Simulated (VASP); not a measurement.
# W (Pbcm) in VASP: a series of runs

Runs on W. Level: PBEsol. Tasks: single point.

Program: VASP 6.6.1. These are calculated values, not measurements. Logs are shortened: lines on timing, memory, paths and dates and some standing lists are left out, and cuts for length are marked.

## Step 1: The cell of the first run

The structure is orthorhombic, space group Pbcm (No. 57). Conventional cell: a = 2.810 Å, b = 4.864 Å, c = 4.924 Å, α = 90.00°, β = 90.00°, γ = 90.00°. W (site symmetry m) has 12 W at 2.70 to 3.06 Å within 3.6 Å.

## Step 2: Single point, PBEsol

INCAR reads:

```
PREC = Accurate
ENCUT = 520
EDIFF = 1E-6
ISMEAR = -1
SIGMA = 0.1
LREAL = False
LASPH = True
NELM = 60
ALGO = Normal
ISIF = 2
LWAVE = False
LCHARG = False
GGA = PS
NBANDS = 36
```

KPOINTS reads:

```
Automatic mesh
0
Gamma
  8 5 5
```

POSCAR reads:

```
W
1.0
    2.8096600000      0.0000000000      0.0000000000
    0.0000000000      4.8638700000      0.0000000000
    0.0000000000      0.0000000000      4.9237000000
W
4
Direct
    0.7931700000      0.5631600000      0.2500000000
    0.2068300000      0.0631600000      0.2500000000
    0.2068300000      0.4368400000      0.7500000000
    0.7931700000      0.9368400000      0.7500000000
```

Potentials or basis: VASP PAW PBE potentials, release 64 (W_sv).

Run with:

```bash
cat potpaw_PBE.64/W_sv/POTCAR > POTCAR
mpirun -np 1 vasp_std > vasp.out
```

OUTCAR:

```text
PREC = Accurate
   ENCUT = 520
   EDIFF = 1E-6
   ISMEAR = -1
   LREAL = False
   LASPH = True
   NELM = 60
   ISIF = 2
   GGA = PS

 ion  position               nearest neighbor table
   1  0.793  0.563  0.250-   2 2.70   2 2.70   3 2.79   3 2.79   2 2.94   2 2.94   3 3.03   3 3.03
                             4 3.06   4 3.06
   2  0.207  0.063  0.250-   1 2.70   1 2.70   4 2.79   4 2.79   1 2.94   1 2.94   4 3.03   4 3.03
                             3 3.06   3 3.06
   3  0.207  0.437  0.750-   4 2.70   4 2.70   1 2.79   1 2.79   4 2.94   4 2.94   1 3.03   1 3.03
                             2 3.06   2 3.06
   4  0.793  0.937  0.750-   3 2.70   3 2.70   2 2.79   2 2.79   3 2.94   3 2.94   2 3.03   2 3.03
                             1 3.06   1 3.06

  LATTYP: Found a simple orthorhombic cell.
 ALAT       =     2.8096600000
 B/A-ratio  =     1.7311240506
 C/A-ratio  =     1.7524184421

  Lattice vectors:

 A1 = (   2.8096600000,   0.0000000000,   0.0000000000)
 A2 = (   0.0000000000,   4.8638700000,   0.0000000000)
 A3 = (   0.0000000000,   0.0000000000,   4.9237000000)

Analysis of symmetry for initial positions (statically):
=====================================================================
 Subroutine PRICEL returns:
 Original cell was already a primitive cell.

 Routine SETGRP: Setting up the symmetry group for a
 simple orthorhombic supercell.

 Subroutine GETGRP returns: Found  8 space group operations
 (whereof  2 operations were pure point group operations)
 out of a pool of  8 trial point group operations.

The static configuration has the point symmetry S_2 .
 The point group associated with its full space group is D_2h.

Analysis of symmetry for dynamics (positions and initial velocities):
=====================================================================
 Subroutine PRICEL returns:
 Original cell was already a primitive cell.

 Routine SETGRP: Setting up the symmetry group for a
 simple orthorhombic supercell.

 Subroutine GETGRP returns: Found  8 space group operations
 (whereof  2 operations were pure point group operations)
 out of a pool of  8 trial point group operations.

The dynamic configuration has the point symmetry S_2 .
 The point group associated with its full space group is D_2h.

 Subroutine INISYM returns: Found  8 space group operations
 (whereof  2 operations are pure point group operations),
 and found     1 'primitive' translations

----------------------------------------------------------------------------------------

                                     Primitive cell

  volume of cell :      67.2864

  direct lattice vectors                    reciprocal lattice vectors
     2.809660000  0.000000000  0.000000000     0.355914951  0.000000000  0.000000000
     0.000000000  4.863870000  0.000000000     0.000000000  0.205597600  0.000000000
     0.000000000  0.000000000  4.923700000     0.000000000  0.000000000  0.203099295

  length of vectors
     2.809660000  4.863870000  4.923700000     0.355914951  0.205597600  0.203099295

  position of ions in fractional coordinates (direct lattice)
     0.793170000  0.563160000  0.250000000
     0.206830000  0.063160000  0.250000000
     0.206830000  0.436840000  0.750000000
     0.793170000  0.936840000  0.750000000

  ion indices of the primitive-cell ions
   primitive index   ion index
                 1           1
                 2           2
                 3           3
                 4           4

----------------------------------------------------------------------------------------

 KPOINTS: Automatic mesh

Automatic generation of k-mesh.
 Grid dimensions read from file:
 generate k-points for:    8    5    5

 Generating k-lattice:

  Cartesian coordinates                     Fractional coordinates (reciprocal lattice)
     0.044489369  0.000000000  0.000000000     0.125000000  0.000000000  0.000000000
     0.000000000  0.041119520  0.000000000     0.000000000  0.200000000  0.000000000
     0.000000000  0.000000000  0.040619859     0.000000000  0.000000000  0.200000000

  Length of vectors
     0.044489369  0.041119520  0.040619859

  Shift w.r.t. Gamma in fractional coordinates (k-lattice)
     0.000000000  0.000000000  0.000000000

 Subroutine IBZKPT returns following result:
 ===========================================

 Found     45 irreducible k-points:

 Following reciprocal coordinates:
            Coordinates               Weight
  0.000000  0.000000  0.000000      1.000000
  0.125000  0.000000  0.000000      2.000000
  0.250000  0.000000  0.000000      2.000000
  0.375000  0.000000  0.000000      2.000000
  0.500000  0.000000  0.000000      1.000000
  0.000000  0.200000  0.000000      2.000000
[... 16 lines left out ...]
  0.250000  0.200000  0.200000      8.000000
  0.375000  0.200000  0.200000      8.000000
 [... further k-points ...]
   k-points           NKPTS =     45   k-points in BZ     NKDIM =     45   number of bands    NBANDS=     36
[... 48 lines left out ...]
 non-spin polarized calculation
  energy-cutoff  :      520.00
  volume of cell :       67.29
 maximum number of plane-waves:      1832
 NGX is ok and might be reduce to    24
   NGX = 11   NGY = 19   NGZ = 19

 number of electron      56.0000011 magnetization

 Free energy of the ion-electron system (eV)
  ---------------------------------------------------
  ext. energy  EPLUGINS =         0.00000000
  ---------------------------------------------------
  free energy    TOTEN  =       -53.13242922 eV

  energy without entropy =      -53.01148662  energy(sigma->0) =      -53.07195792

 E-fermi :  10.1341     XC(G=0): -13.3981

 val. band max:       10.1295656614   @ k =   0.5000   0.2000   0.0000
 cond. band min:      10.1458374797   @ k =   0.1250   0.2000   0.2000
 fundamental gap:      0.0162718183
 Fermi energy:        10.1340835343

 k-point     1 :       0.0000    0.0000    0.0000
  band No.  band energies     occupation
      1     -63.6731      2.00000
      2     -63.5961      2.00000
      3     -63.5630      2.00000
      4     -63.5143      2.00000
      5     -28.4443      2.00000
      6     -28.3951      2.00000
[... 28 lines left out ...]
     35      14.2389      0.00000
     36      14.6333      0.00000

 k-point     2 :       0.1250    0.0000    0.0000
  band No.  band energies     occupation
      1     -63.6624      2.00000
      2     -63.5890      2.00000
      3     -63.5576      2.00000
      4     -63.5126      2.00000
      5     -28.4015      2.00000
      6     -28.3571      2.00000
[... 28 lines left out ...]
     35      13.5855      0.00000
     36      14.1024      0.00000

 k-point     3 :       0.2500    0.0000    0.0000
  band No.  band energies     occupation
      1     -63.6350      2.00000
      2     -63.5714      2.00000
      3     -63.5449      2.00000
      4     -63.5097      2.00000
      5     -28.2877      2.00000
      6     -28.2556      2.00000
[... 28 lines left out ...]
     35      13.2333      0.00000
     36      13.9089      0.00000

 k-point     4 :       0.3750    0.0000    0.0000
  band No.  band energies     occupation
      1     -63.6045      2.00000
      2     -63.5533      2.00000
      3     -63.5328      2.00000
      4     -63.5099      2.00000
      5     -28.1633      2.00000
      6     -28.1306      2.00000
[... 28 lines left out ...]
     35      13.5651      0.00000
     36      13.8900      0.00000

 k-point     5 :       0.5000    0.0000    0.0000
  band No.  band energies     occupation
      1     -63.5900      2.00000
      2     -63.5454      2.00000
      3     -63.5281      2.00000
      4     -63.5117      2.00000
      5     -28.1563      2.00000
      6     -28.1165      2.00000
[... 655 lines left out ...]
 k-point    22 :       0.1250    0.2000    0.2000
  band No.  band energies     occupation
      1     -63.6459      2.00000
      2     -63.5883      2.00000
      3     -63.5634      2.00000
      4     -63.5242      2.00000
      5     -28.3272      2.00000
      6     -28.2554      2.00000
[... 28 lines left out ...]
     35      13.2200      0.00000
     36      14.1296      0.00000

 k-point    23 :       0.2500    0.2000    0.2000
  band No.  band energies     occupation
      1     -63.6209      2.00000
      2     -63.5712      2.00000
      3     -63.5503      2.00000
      4     -63.5189      2.00000
      5     -28.2526      2.00000
      6     -28.1900      2.00000
[... 28 lines left out ...]
     35      12.7259      0.00000
     36      14.1384      0.00000

 k-point    24 :       0.3750    0.2000    0.2000
  band No.  band energies     occupation
      1     -63.5933      2.00000
      2     -63.5535      2.00000
      3     -63.5377      2.00000
      4     -63.5160      2.00000
      5     -28.2683      2.00000
      6     -28.2125      2.00000
[... 28 lines left out ...]
     35      13.9521      0.00000
     36      14.4033      0.00000

 [... further k-points ...]

------------------------ aborting loop because EDIFF is reached ----------------------------------------

  FORCE on cell =-STRESS in cart. coord.  units (eV):
  Direction    XX          YY          ZZ          XY          YZ          ZX
  --------------------------------------------------------------------------------------
  -------------------------------------------------------------------------------------
  Total       -4.5966079     -4.0958169     -4.1766426     -0.0000000      0.0000000      0.0000000
  in kB     -109.4512505    -97.5267618    -99.4513267     -0.0000000      0.0000000      0.0000000
  external PRESSURE =    -102.1431130 kB  Pullay stress =       0.0000000 kB

 VOLUME and BASIS-vectors are now :
 -----------------------------------------------------------------------------
  energy-cutoff  :      520.00
  volume of cell :       67.29
      direct lattice vectors                 reciprocal lattice vectors
     2.809660000  0.000000000  0.000000000     0.355914951  0.000000000  0.000000000
     0.000000000  4.863870000  0.000000000     0.000000000  0.205597600  0.000000000
     0.000000000  0.000000000  4.923700000     0.000000000  0.000000000  0.203099295

 POSITION                                       TOTAL-FORCE (eV/Angst)
 -----------------------------------------------------------------------------------
      2.22854      2.73914      1.23093        -0.038492     -0.043391     -0.000000
      0.58112      0.30720      1.23093         0.038492     -0.043391      0.000000
      0.58112      2.12473      3.69278         0.038492      0.043391      0.000000
      2.22854      4.55667      3.69278        -0.038492      0.043391     -0.000000
 -----------------------------------------------------------------------------------
    total drift:                               -0.000000      0.000000      0.000000

  FREE ENERGIE OF THE ION-ELECTRON SYSTEM (eV)
  ---------------------------------------------------
  free  energy   TOTEN  =       -53.1324292190 eV

  energy  without entropy=      -53.0114866169  energy(sigma->0) =      -53.07195792
```

It took 2.1 min on 1 thread of AMD EPYC 7R13, shared host; peak memory 0.19 GiB.

Results:

* Free energy: -53.1324 eV
* Pressure: -10.2 GPa
* Largest force: 0.058 eV/Å
* Band gap on the k mesh: zero (band 28 reaches 11.13 eV, above the bottom of band 29 at 9.83 eV)

Forces on the atoms (eV/Å):
```
W   -0.038 -0.043  0.000
W    0.038 -0.043  0.000
W    0.038  0.043  0.000
W   -0.038  0.043  0.000
```

Levels at points of the mesh, in eV from the Fermi level:
```csv
k point,band 26,band 27,band 28,band 29,band 30,band 31
"(0.00, 0.00, 0.00)",-0.37,-0.36,-0.33,-0.29,-0.15,0.54
"(0.50, 0.00, 0.00)",-1.75,-1.27,-1.05,0.11,0.21,0.54
```

Caveat: the PAW data sets were made with another functional, which shifts forces and pressure a little; spin-orbit coupling is left out, which moves the levels of the heavy elements.

## Step 3: Single point, PBEsol

This run uses another cell than the first one, of 17.49 Å³/atom, 1.040 times its volume.

INCAR reads:

```
ALGO = Normal
EDIFF = 1E-6
ENCUT = 520
GGA = PS
ISIF = 2
ISMEAR = -1
LASPH = True
LCHARG = False
LREAL = False
LWAVE = False
NBANDS = 36
NELM = 80
PREC = Accurate
SIGMA = 0.1
```

KPOINTS reads:

```
k-points
0
Gamma
  8 5 5
```

POSCAR reads:

```
W
1.0
    2.8466334505      0.0000000000      0.0000000000
    0.0000000000      4.9278756295      0.0000000000
    0.0000000000      0.0000000000      4.9884929566
W
4
Direct
    0.7931700000      0.5631600000      0.2500000000
    0.2068300000      0.0631600000      0.2500000000
    0.2068300000      0.4368400000      0.7500000000
    0.7931700000      0.9368400000      0.7500000000
```

Potentials or basis: VASP PAW PBE potentials, release 64 (W_sv).

Run with:

```bash
cat potpaw_PBE.64/W_sv/POTCAR > POTCAR
mpirun -np 1 vasp_std > vasp.out
```

Wall time 3.4 min (1 thread of AMD EPYC 7R13, shared host); peak memory 0.2 GiB.

Results (log left out):

```yaml
Free_energy: -52.8827 eV
Pressure: -19.4 GPa
Largest_force: 0.131 eV/Å
Band_gap_on_the_k_mesh: zero (band 28 reaches 10.52 eV, above the bottom of band 29 at 9.32 eV)
```

Forces in eV/Å, atoms in the order of the input:
```
W    0.117 -0.060  0.000
W   -0.117 -0.060  0.000
W   -0.117  0.060  0.000
W    0.117  0.060  0.000
```

Stress tensor (GPa, compression positive):
```
-20.44   0.00   0.00
  0.00 -19.29   0.00
  0.00   0.00 -18.35
```

Levels at points of the mesh, in eV from the Fermi level:
| k point | band 25 | band 26 | band 27 | band 28 | band 29 | band 30 | band 31 | band 32 |
| --- | --- | --- | --- | --- | --- | --- | --- | --- |
| (0.00, 0.00, 0.00) | -0.42 | -0.34 | -0.32 | -0.30 | -0.29 | -0.16 | 0.54 | 1.49 |
| (0.50, 0.00, 0.00) | -1.71 | -1.63 | -1.19 | -1.02 | 0.13 | 0.19 | 0.53 | 2.80 |

Caveat: the PAW data sets were made with another functional, which shifts forces and pressure a little; spin-orbit coupling is left out, which moves the levels of the heavy elements.

## Step 4: Single point, PBEsol

This run uses another cell than the first one, of 18.17 Å³/atom, 1.080 times its volume.

INCAR reads:

```
SYSTEM = W
PREC = Accurate
ENCUT = 520
EDIFF = 1E-6
ISMEAR = -1
SIGMA = 0.1
LREAL = .False.
LASPH = .True.
NELM = 60
ALGO = Normal
ISIF = 2
LWAVE = .False.
LCHARG = .False.
GGA = PS
NBANDS = 36
```

KPOINTS reads:

```
regular mesh
0
Gamma
  8 5 5
  0 0 0
```

POSCAR reads:

```
W
1.0
    2.8826706110      0.0000000000      0.0000000000
    0.0000000000      4.9902604247      0.0000000000
    0.0000000000      0.0000000000      5.0516451412
W
4
Direct
    0.7931700000      0.5631600000      0.2500000000
    0.2068300000      0.0631600000      0.2500000000
    0.2068300000      0.4368400000      0.7500000000
    0.7931700000      0.9368400000      0.7500000000
```

Run with:

```bash
cat potpaw_PBE.64/W_sv/POTCAR > POTCAR
mpirun -np 1 vasp_std > vasp.out
```

Run time: 3.6 min. Hardware: 1 thread of AMD EPYC 7R13, shared host; peak memory 0.2 GiB.

The run converged. Its results:

- Free energy: -52.4947 eV
- Pressure: -26.7 GPa
- Largest force: 0.265 eV/Å
- Band gap on the k mesh: zero (band 28 reaches 9.95 eV, above the bottom of band 29 at 8.85 eV)

Forces in eV/Å, atoms in the order of the input:
```
W    0.254 -0.075  0.000
W   -0.254 -0.075  0.000
W   -0.254  0.075  0.000
W    0.254  0.075  0.000
```

Stress tensor (GPa, compression positive):
```
-28.03   0.00   0.00
  0.00 -27.00   0.00
  0.00   0.00 -25.11
```

Levels at points of the mesh, in eV from the Fermi level:
| k point | band 26 | band 27 | band 28 | band 29 | band 30 | band 31 |
| --- | --- | --- | --- | --- | --- | --- |
| (0.00, 0.00, 0.00) | -0.32 | -0.32 | -0.29 | -0.25 | -0.15 | 0.53 |
| (0.50, 0.00, 0.00) | -1.52 | -1.12 | -0.98 | 0.16 | 0.18 | 0.52 |

Caveat: the PAW data sets were made with another functional, which shifts forces and pressure a little; spin-orbit coupling is left out, which moves the levels of the heavy elements.

## Step 5: Single point, PBEsol

This run uses another cell than the first one, of 18.84 Å³/atom, 1.120 times its volume.

INCAR reads:

```
SYSTEM = W
  ALGO = Normal
  EDIFF = 1E-6
  ENCUT = 520
  GGA = PS
  ISIF = 2
  ISMEAR = -1
  LASPH = .TRUE.
  LCHARG = .TRUE.
  LELF = .TRUE.
  LREAL = .FALSE.
  LVHAR = .TRUE.
  LWAVE = .FALSE.
  NBANDS = 36
  NELM = 80
  PREC = Accurate
  SIGMA = 0.1
```

KPOINTS reads:

```
k-points
0
G
  8 5 5
  0 0 0
```

POSCAR reads:

```
W
1.0
    2.9178285956      0.0000000000      0.0000000000
    0.0000000000      5.0511232574      0.0000000000
    0.0000000000      0.0000000000      5.1132566419
W
4
Direct
    0.7931700000      0.5631600000      0.2500000000
    0.2068300000      0.0631600000      0.2500000000
    0.2068300000      0.4368400000      0.7500000000
    0.7931700000      0.9368400000      0.7500000000
```

Run with:

```bash
cat potpaw_PBE.64/W_sv/POTCAR > POTCAR
mpirun -np 1 vasp_std > vasp.out
```

It took 3.5 min on 1 thread of AMD EPYC 7R13, shared host; peak memory 0.2 GiB.

The run converged. Its results:

| Property | Result |
| --- | --- |
| Free energy | -51.9958 eV |
| Pressure | -32.6 GPa |
| Largest force | 0.384 eV/Å |
| Band gap on the k mesh | zero (band 28 reaches 9.42 eV, above the bottom of band 29 at 8.40 eV) |

Forces in eV/Å, atoms in the order of the input:
```
W    0.374 -0.089  0.000
W   -0.374 -0.089  0.000
W   -0.374  0.089  0.000
W    0.374  0.089  0.000
```

Stress tensor (GPa, compression positive):
```
-34.11   0.00   0.00
  0.00 -33.21   0.00
  0.00   0.00 -30.53
```

Levels at points of the mesh, in eV from the Fermi level:
```tsv
k point	band 24	band 25	band 26	band 27	band 28	band 29	band 30	band 31	band 32	band 33
(0.00, 0.00, 0.00)	-0.44	-0.39	-0.34	-0.30	-0.26	-0.21	-0.12	0.52	1.37	2.13
(0.50, 0.00, 0.00)	-2.05	-1.51	-1.43	-1.05	-0.95	0.16	0.18	0.50	2.57	2.64
```

Caveat: the PAW data sets were made with another functional, which shifts forces and pressure a little; spin-orbit coupling is left out, which moves the levels of the heavy elements.

## Step 6: Summary

```csv
cell,gap on the mesh (eV),pressure (GPa),largest force (eV/Å)
"a = 2.810, b = 4.864, c = 4.924 Å, 4 atoms",none,-10.2,0.06
"a = 2.847, b = 4.928, c = 4.988 Å, 4 atoms",none,-19.4,0.13
"a = 2.883, b = 4.990, c = 5.052 Å, 4 atoms",none,-26.7,0.26
"a = 2.918, b = 5.051, c = 5.113 Å, 4 atoms",none,-32.6,0.38
```

Alike in all rows: task single point; level PBEsol; potentials or basis VASP PAW PBE potentials, release 64 (W_sv); no spin polarisation; k mesh 8 × 5 × 5; cutoff (eV) 520; smearing fermi-dirac 0.1 eV.

Caveats: the PAW data sets were made with another functional, which shifts forces and pressure a little; spin-orbit coupling is left out, which moves the levels of the heavy elements.

Absolute energies hang on the potentials; compare differences alone.
